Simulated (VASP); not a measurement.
# Hf4F: single point with PBE

Slab: Hf4F, a slab with vacuum.

```xyz
5
Lattice="3.2048 0.0000 0.0000 -1.6024 2.7755 0.0000 0.0000 0.0000 24.5281" Properties=species:S:1:pos:R:3 pbc="T T T"
Hf    1.6024    0.9252    4.0000
Hf    0.0000    1.8503    6.5338
Hf    1.6024    0.9252    9.1563
Hf    0.0000    1.8503   11.5281
F     1.6024    0.9252   12.8581
```

```
Program                : VASP 6.6.1
Task                   : single point
Functional             : PBE
Potentials or basis    : VASP PAW PBE potentials, release 64 (Hf_pv, F)
Cutoff                 : 520 eV
k mesh                 : 9 × 9 × 1
Occupations            : gaussian, width 0.1 eV
Spin                   : no spin polarisation
Dipole correction      : yes
Further INCAR settings : ALGO = Normal; EDIFF = 1e-06; NBANDS = 32
```

```
Largest force : 0.762 eV/Å
```

Forces on the atoms (eV/Å):
```
Hf   0.000  0.000  0.724
Hf   0.000  0.000 -0.762
Hf   0.000  0.000 -0.593
Hf   0.000  0.000  0.120
F    0.000  0.000  0.512
```

Levels at points of the mesh, in eV from the Fermi level:
```tsv
k point	band 20	band 21	band 22	band 23	band 24	band 25	band 26	band 27	band 28	band 29
(0.00, 0.00, 0.00)	-2.81	-0.13	0.25	0.70	1.05	1.05	1.18	1.18	1.29	1.29
```

Run time: 4 min on 1 thread of Intel(R) Xeon(R) Platinum 8488C (Sapphire Rapids), on a shared host, peak memory 0.35 GiB.

Caveat: spin-orbit coupling is left out, which moves the levels of the heavy elements; an odd number of electrons without spin polarisation forces a metal; a magnetic or distorted state may lie lower.
